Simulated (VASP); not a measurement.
# TiTe2 (P-3m1) in VASP: notebook

TiTe2 is run at these levels: r2SCAN; tasks: single point.

All numbers are computed with VASP 6.6.1; they aren't measurements. Logs are shortened: lines on timing, memory, paths and dates and some standing lists are left out, and cuts for length are marked.

### 1 The cell of the first run

The structure is trigonal, space group P-3m1 (No. 164). The conventional cell has a = 3.777 Å, b = 3.777 Å, c = 6.498 Å, α = 90.00°, β = 90.00°, γ = 120.00°. Within 3.8 Å of Ti (site symmetry -3m) lie 6 Te at 2.77 Å and 6 Ti at 3.78 Å. Te (site symmetry 3m) has 3 Ti at 2.77 Å and 9 Te at 3.78 Å within 3.8 Å.

### 2 Single point, r2SCAN

Contents of POSCAR:

```
TiTe2
1.0
    3.7770000000      0.0000000000      0.0000000000
   -1.8885000000      3.2709779501      0.0000000000
    0.0000000000      0.0000000000      6.4980000000
Ti Te
1 2
Direct
    0.0000000000      0.0000000000      0.0000000000
    0.6666666667      0.3333333333      0.2628000000
    0.3333333333      0.6666666667      0.7372000000
```

Contents of INCAR.step1:

```
PREC = Accurate
ENCUT = 520
ISMEAR = 0
SIGMA = 0.1
LREAL = False
LASPH = True
NELM = 80
NBANDS = 19
GGA = PE
ALGO = Normal
EDIFF = 1E-4
LWAVE = True
LCHARG = False
```

Contents of INCAR.step2:

```
PREC = Accurate
ENCUT = 520
EDIFF = 1E-7
ISMEAR = 0
SIGMA = 0.1
LREAL = False
LASPH = True
NELM = 80
ALGO = Normal
ISIF = 2
LWAVE = False
LCHARG = True
METAGGA = R2SCAN
LMIXTAU = True
LELF = True
LVHAR = True
NBANDS = 19
ISTART = 1
```

Contents of KPOINTS:

```
Automatic mesh
0
Gamma
  6 6 4
```

Potentials or basis: VASP PAW PBE potentials, release 64 (Ti_sv, Te).

Run with:

```console
$ cat potpaw_PBE.64/Ti_sv/POTCAR potpaw_PBE.64/Te/POTCAR > POTCAR
$ cp INCAR.step1 INCAR
$ mpirun -np 1 vasp_std > vasp.out
$ cp INCAR.step2 INCAR
$ mpirun -np 1 vasp_std > vasp.out
```

OUTCAR:

```text
PREC = Accurate
   ENCUT = 520
   EDIFF = 1E-7
   ISMEAR = 0
   LREAL = False
   LASPH = True
   NELM = 80
   ISIF = 2
   METAGGA = R2SCAN
   ISTART = 1

 ion  position               nearest neighbor table
   1  0.000  0.000  0.000-   2 2.77   3 2.77   2 2.77   3 2.77   2 2.77   3 2.77
   2  0.667  0.333  0.263-   1 2.77   1 2.77   1 2.77
   3  0.333  0.667  0.737-   1 2.77   1 2.77   1 2.77

  LATTYP: Found a hexagonal cell.
 ALAT       =     3.7770000000
 C/A-ratio  =     1.7204130262

  Lattice vectors:

 A1 = (   3.7770000000,   0.0000000000,   0.0000000000)
 A2 = (  -1.8885000000,   3.2709779501,   0.0000000000)
 A3 = (   0.0000000000,   0.0000000000,   6.4980000000)

Analysis of symmetry for initial positions (statically):
=====================================================================
 Subroutine PRICEL returns:
 Original cell was already a primitive cell.

 Routine SETGRP: Setting up the symmetry group for a
 hexagonal supercell.

 Subroutine GETGRP returns: Found 12 space group operations
 (whereof 12 operations were pure point group operations)
 out of a pool of 24 trial point group operations.

The static configuration has the point symmetry D_3d.

Analysis of symmetry for dynamics (positions and initial velocities):
=====================================================================
 Subroutine PRICEL returns:
 Original cell was already a primitive cell.

 Routine SETGRP: Setting up the symmetry group for a
 hexagonal supercell.

 Subroutine GETGRP returns: Found 12 space group operations
 (whereof 12 operations were pure point group operations)
 out of a pool of 24 trial point group operations.

The dynamic configuration has the point symmetry D_3d.

 Subroutine INISYM returns: Found 12 space group operations
 (whereof 12 operations are pure point group operations),
 and found     1 'primitive' translations

----------------------------------------------------------------------------------------

                                     Primitive cell

  volume of cell :      80.2794

  direct lattice vectors                    reciprocal lattice vectors
     3.777000000  0.000000000  0.000000000     0.264760392  0.152859484  0.000000000
    -1.888500000  3.270977950  0.000000000     0.000000000  0.305718967  0.000000000
     0.000000000  0.000000000  6.498000000     0.000000000  0.000000000  0.153893506

  length of vectors
     3.777000000  3.777000000  6.498000000     0.305718967  0.305718967  0.153893506

  position of ions in fractional coordinates (direct lattice)
     0.000000000  0.000000000  0.000000000
     0.666666667  0.333333333  0.262800000
     0.333333333  0.666666667  0.737200000

  ion indices of the primitive-cell ions
   primitive index   ion index
                 1           1
                 2           2
                 3           3

----------------------------------------------------------------------------------------

 KPOINTS: Automatic mesh

Automatic generation of k-mesh.
 Grid dimensions read from file:
 generate k-points for:    6    6    4

 Generating k-lattice:

  Cartesian coordinates                     Fractional coordinates (reciprocal lattice)
     0.044126732  0.025476581  0.000000000     0.166666667 -0.000000000  0.000000000
     0.000000000  0.050953161  0.000000000     0.000000000  0.166666667  0.000000000
     0.000000000  0.000000000  0.038473376     0.000000000  0.000000000  0.250000000

  Length of vectors
     0.050953161  0.050953161  0.038473376

  Shift w.r.t. Gamma in fractional coordinates (k-lattice)
     0.000000000  0.000000000  0.000000000

 Subroutine IBZKPT returns following result:
 ===========================================

 Found     24 irreducible k-points:

 Following reciprocal coordinates:
            Coordinates               Weight
  0.000000  0.000000  0.000000      1.000000
  0.166667  0.000000  0.000000      6.000000
  0.333333  0.000000  0.000000      6.000000
  0.500000 -0.000000  0.000000      3.000000
  0.166667  0.166667  0.000000      6.000000
  0.333333  0.166667  0.000000     12.000000
[... 16 lines left out ...]
  0.333333  0.166667  0.500000     12.000000
  0.333333  0.333333  0.500000      2.000000
   k-points           NKPTS =     24   k-points in BZ     NKDIM =     24   number of bands    NBANDS=     19
   number of dos      NEDOS =    301   number of ions     NIONS =      3
   total plane-waves  NPLWV =  37632
   dimension x,y,z NGX =    28 NGY =   28 NGZ =   48
   dimension x,y,z NGXF=    56 NGYF=   56 NGZF=   96
   ions per type =               1   2
   NGX,Y,Z   is equivalent  to a cutoff of  12.32, 12.32, 12.28 a.u.
   NGXF,Y,Z  is equivalent  to a cutoff of  24.65, 24.65, 24.56 a.u.
 SYSTEM =  unknown system
   PREC   = accura    normal or accurate (medium, high low for compatibility)
   ISTART =      1    job   : 0-new  1-cont  2-samecut
   ICHARG =      0    charge: 1-file 2-atom 10-const
   ISPIN  =      1    spin polarized calculation?
   LNONCOLLINEAR =      F non collinear calculations
   LSORBIT =      F    spin-orbit coupling
   LASPH  =      T    aspherical Exc in radial PAW
   ENCUT  =  520.0 eV  38.22 Ry    6.18 a.u.   7.02  7.02 12.08*2*pi/ulx,y,z
   NELM   =     80;   NELMIN=  2; NELMDL=  0     # of ELM steps
   EDIFF  = 0.1E-06   stopping-criterion for ELM
   LREAL  =      F    real-space projection
   EDIFFG = 0.1E-05   stopping-criterion for IOM
   NSW    =      0    number of steps for IOM
   IBRION =     -1    ionic relax: 0-MD 1-quasi-New 2-CG
   NFREE  =      0    steps in history (QN), initial steepest desc. (CG)
   ISIF   =      2    stress and relaxation
   ISYM   =      2    0-nonsym 1-usesym 2-fastsym
   POTIM  = 0.5000    time-step for ionic-motion
   TEBEG  =    0.0;   TEEND  =   0.0 temperature during run
   PSTRESS=    0.0 pullay stress
   NELECT =      24.0000    total number of electrons
   NUPDOWN=      -1.0000    fix difference up-down
   EMIN   =  10.00;   EMAX   =-10.00  energy-range for DOS
   EFERMI =   0.00;   METHOD = LEGACY
   ISMEAR =     0;   SIGMA  =   0.10  broadening in eV -4-tet -1-fermi 0-gaus
   EFERMI_NEDOS =   21; number of points for ismear=-14 and -15
   IALGO  =     38    algorithm
   IMIX   =      4    mixing-type and parameters
     AMIX     =   0.40;   BMIX     =  1.00
     AMIX_MAG =   1.60;   BMIX_MAG =  1.00
  volume/ion in A,a.u.               =      26.76       180.58
  Fermi-wavevector in a.u.,A,eV,Ry     =   1.094655  2.068597 16.303438  1.198269
  Thomas-Fermi vector in A             =   2.230964
   LORBIT       =      0    0 simple, 1 ext, 2 COOP (PROOUT), +10 PAW based schemes
   METAGGA = R2SCAN    functional components
   LHFCALC =     F    Hartree Fock is set to
   AEXX    =    0.0000 exact exchange contribution
   IVDW    =     0    specifies the selected vdW correction
   LEPSILON=     F    determine dielectric tensor
   LRPA    =     F    only Hartree local field effects (RPA)
 non-spin polarized calculation
 Gauss-broadening in eV      SIGMA  =   0.10
  energy-cutoff  :      520.00
  volume of cell :       80.28
 maximum number of plane-waves:      2181
   NGX = 13   NGY = 13   NGZ = 25

 number of electron      23.9999998 magnetization

 Free energy of the ion-electron system (eV)
  ---------------------------------------------------
  ext. energy  EPLUGINS =         0.00000000
  ---------------------------------------------------
  free energy    TOTEN  =       -66.25689194 eV

  energy without entropy =      -66.24822126  energy(sigma->0) =      -66.25255660

 E-fermi :   6.8187     XC(G=0): -10.3468

 val. band max:        6.8069121409   @ k =   0.5000  -0.0000   0.2500
 cond. band min:       6.8208733826   @ k =   0.1667   0.0000   0.0000
 fundamental gap:      0.0139612417
 Fermi energy:         6.8186897071

 k-point     1 :       0.0000    0.0000    0.0000
  band No.  band energies     occupation
      1     -53.2183      2.00000
      2     -28.4251      2.00000
      3     -28.4251      2.00000
      4     -28.3940      2.00000
      5      -6.1852      2.00000
      6      -4.5973      2.00000
[... 11 lines left out ...]
     18      12.4001      0.00000
     19      13.5156      0.00000

 k-point     2 :       0.1667    0.0000    0.0000
  band No.  band energies     occupation
      1     -53.2175      2.00000
      2     -28.4361      2.00000
      3     -28.4276      2.00000
      4     -28.3914      2.00000
      5      -5.8674      2.00000
      6      -4.4383      2.00000
[... 11 lines left out ...]
     18      13.3116      0.00000
     19      14.3661      0.00000

 k-point     3 :       0.3333    0.0000    0.0000
  band No.  band energies     occupation
      1     -53.2160      2.00000
      2     -28.4578      2.00000
      3     -28.4326      2.00000
      4     -28.3862      2.00000
      5      -5.0437      2.00000
      6      -4.1211      2.00000
[... 11 lines left out ...]
     18      12.6685      0.00000
     19      13.1111      0.00000

 k-point     4 :       0.5000   -0.0000    0.0000
  band No.  band energies     occupation
      1     -53.2152      2.00000
      2     -28.4687      2.00000
      3     -28.4351      2.00000
      4     -28.3835      2.00000
      5      -4.3218      2.00000
      6      -4.1242      2.00000
[... 11 lines left out ...]
     18      12.5821      0.00000
     19      12.7733      0.00000

 k-point     5 :       0.1667    0.1667    0.0000
  band No.  band energies     occupation
      1     -53.2164      2.00000
      2     -28.4503      2.00000
      3     -28.4335      2.00000
      4     -28.3875      2.00000
      5      -5.2924      2.00000
      6      -4.1902      2.00000
[... 11 lines left out ...]
     18      13.3069      0.00000
     19      14.2727      0.00000
[... 334 lines left out ...]
      2     -28.4687      2.00000
      3     -28.4351      2.00000
      4     -28.3835      2.00000
      5      -4.3411      2.00000
      6      -4.0677      2.00000
[... 11 lines left out ...]
     18      11.3072      0.00000
     19      11.8383      0.00000

 k-point    22 :       0.1667    0.1667    0.5000
  band No.  band energies     occupation
      1     -53.2164      2.00000
      2     -28.4503      2.00000
      3     -28.4335      2.00000
      4     -28.3875      2.00000
      5      -4.8346      2.00000
      6      -4.7718      2.00000
[... 11 lines left out ...]
     18      13.6563      0.00000
     19      13.8688      0.00000

 k-point    23 :       0.3333    0.1667    0.5000
  band No.  band energies     occupation
      1     -53.2152      2.00000
      2     -28.4630      2.00000
      3     -28.4408      2.00000
      4     -28.3836      2.00000
      5      -4.3014      2.00000
      6      -4.1535      2.00000
[... 11 lines left out ...]
     18      12.3136      0.00000
     19      12.8030      0.00000

 k-point    24 :       0.3333    0.3333    0.5000
  band No.  band energies     occupation
      1     -53.2148      2.00000
      2     -28.4552      2.00000
      3     -28.4552      2.00000
      4     -28.3823      2.00000
      5      -4.0168      2.00000
      6      -4.0168      2.00000
[... 11 lines left out ...]
     18      12.8558      0.00000
     19      12.8558      0.00000

------------------------ aborting loop because EDIFF is reached ----------------------------------------

  FORCE on cell =-STRESS in cart. coord.  units (eV):
  Direction    XX          YY          ZZ          XY          YZ          ZX
  --------------------------------------------------------------------------------------
  -------------------------------------------------------------------------------------
  Total        0.5993349      0.5993349      0.3365263      0.0000000      0.0000000      0.0000000
  in kB       11.9612309     11.9612309      6.7162259      0.0000000      0.0000000      0.0000000
  external PRESSURE =      10.2128959 kB  Pullay stress =       0.0000000 kB

 VOLUME and BASIS-vectors are now :
 -----------------------------------------------------------------------------
  energy-cutoff  :      520.00
  volume of cell :       80.28
      direct lattice vectors                 reciprocal lattice vectors
     3.777000000  0.000000000  0.000000000     0.264760392  0.152859484  0.000000000
    -1.888500000  3.270977950  0.000000000     0.000000000  0.305718967  0.000000000
     0.000000000  0.000000000  6.498000000     0.000000000  0.000000000  0.153893506

 POSITION                                       TOTAL-FORCE (eV/Angst)
 -----------------------------------------------------------------------------------
      0.00000      0.00000      0.00000         0.000000      0.000000      0.000000
      1.88850      1.09033      1.70767         0.000000      0.000000     -0.207039
     -0.00000      2.18065      4.79033        -0.000000      0.000000      0.207039
 -----------------------------------------------------------------------------------
    total drift:                                0.000000     -0.000000      0.000000

  FREE ENERGIE OF THE ION-ELECTRON SYSTEM (eV)
  ---------------------------------------------------
  free  energy   TOTEN  =       -66.2568919390 eV

  energy  without entropy=      -66.2482212584  energy(sigma->0) =      -66.25255660
```

Wall time 3.3 min (1 thread of Intel Xeon 8259CL, shared host); peak memory 0.21 GiB.

Results:

* Free energy: -66.2569 eV
* Pressure: 1.0 GPa
* Largest force: 0.207 eV/Å
* Band gap on the k mesh: zero (bands 12 and 13 overlap by 0.65 eV)

Forces in eV/Å, atoms in the order of the input:
```
Ti   0.000  0.000  0.000
Te   0.000  0.000 -0.207
Te   0.000  0.000  0.207
```

Stress tensor (GPa, compression positive):
```
1.20 0.00 0.00
0.00 1.20 0.00
0.00 0.00 0.67
```

Levels at points of the mesh, in eV from the Fermi level:
```
           k point  band 9  band 10  band 11  band 12  band 13  band 14  band 15  band 16
(0.00, 0.00, 0.00)   -1.94     0.41     0.41     0.43     0.45     0.96     0.96     3.08
(0.50, 0.00, 0.00)   -2.96    -2.60    -2.03    -1.35     0.06     1.22     1.61     2.46
(0.00, 0.00, 0.50)   -1.87    -1.87     0.40     0.40     0.63     0.63     1.14     3.52
(0.50, 0.00, 0.50)   -2.67    -2.30    -1.18    -0.82    -0.21     1.21     1.58     2.61
```

Caveat: the PAW data sets were made with another functional, which shifts forces and pressure a little; spin-orbit coupling is left out, which moves the levels of the heavy elements.

(Continued in part 2 of 2.)
